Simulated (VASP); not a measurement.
A run of VASP 6.6.1:

The input POSCAR:

```
WSe
1.0
    3.1462601996      0.0000000000      0.0000000000
   -1.5731300998      2.7247412598      0.0000000000
    0.0000000000      0.0000000000      7.7092916346
W Se
2 2
Direct
    0.0000000000      0.0000000000      0.0000000000
    0.0000000000      0.0000000000      0.5000000000
    0.3333333333      0.6666666667      0.2500000000
    0.6666666667      0.3333333333      0.7500000000
```

The input INCAR.step1:

```
  PREC = Accurate
  ENCUT = 550
  ISMEAR = 0
  SIGMA = 0.1
  LREAL = F
  LASPH = T
  NELM = 120
  NBANDS = 28
  GGA = PE
  ALGO = Normal
  EDIFF = 1E-5
  LWAVE = T
  LCHARG = F
  GGA_COMPAT = F
```

INCAR.step2

```
  PREC = Accurate
  ENCUT = 550
  EDIFF = 1E-6
  ISMEAR = 0
  SIGMA = 0.1
  LREAL = F
  LASPH = T
  NELM = 120
  ALGO = Normal
  ISIF = 2
  LWAVE = F
  LCHARG = F
  METAGGA = R2SCAN
  LMIXTAU = T
  NBANDS = 28
  ISTART = 1
  GGA_COMPAT = F
```

KPOINTS

```
Automatic mesh
0
Gamma
  18 18 6
```

Potentials or basis: VASP PAW PBE potentials, release 64 (W_sv, Se).

Command:

```console
$ cat potpaw_PBE.64/W_sv/POTCAR potpaw_PBE.64/Se/POTCAR > POTCAR
$ cp INCAR.step1 INCAR
$ mpirun -np 1 vasp_std > vasp.out
$ cp INCAR.step2 INCAR
$ mpirun -np 1 vasp_std > vasp.out
```

Hardware: 1 thread of Oxide Virtual Turin-like Processor, with other jobs on the host.

Task: How long does it take, and how much memory?

Result: Wall time 28 min on 1 thread of Oxide Virtual Turin-like Processor, with other jobs on the host, peak memory 0.34 GiB. Counts: k points 148.
